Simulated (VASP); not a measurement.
A run of VASP 6.6.1 is set up as follows.

The input INCAR:

```
SYSTEM = CsBr
PREC = Accurate
ENCUT = 500
EDIFF = 1E-6
ISMEAR = -1
SIGMA = 0.03
LREAL = .FALSE.
LASPH = .TRUE.
NELM = 120
ALGO = Normal
ISIF = 2
LWAVE = .FALSE.
LCHARG = .TRUE.
GGA = PE
LELF = .TRUE.
LVHAR = .TRUE.
NBANDS = 15
GGA_COMPAT = .FALSE.
```

KPOINTS

```
regular mesh
0
G
  7 7 7
  0 0 0
```

File POSCAR:

```
CsBr
1.0
    4.3256222200      0.0000000000      0.0000000000
    0.0000000000      4.3256222200      0.0000000000
    0.0000000000      0.0000000000      4.3256222200
Cs Br
1 1
Direct
    0.0000000000      0.0000000000      0.0000000000
    0.5000000000      0.5000000000      0.5000000000
```

Potentials or basis: VASP PAW PBE potentials, release 64 (Cs_sv, Br).

The run is started by

```sh
$ cat potpaw_PBE.64/Cs_sv/POTCAR potpaw_PBE.64/Br/POTCAR > POTCAR
$ mpirun -np 1 vasp_std > vasp.out
```

Question: Predict the pressure.

Answer: 0.7 GPa.

Question: Estimate the band gap on the k mesh.

Answer: 4.42 eV, direct.

Caveat: spin-orbit coupling is left out, which moves the levels of the heavy elements. Expect the measured gap to be larger: semilocal functionals such as PBE lack the derivative discontinuity.
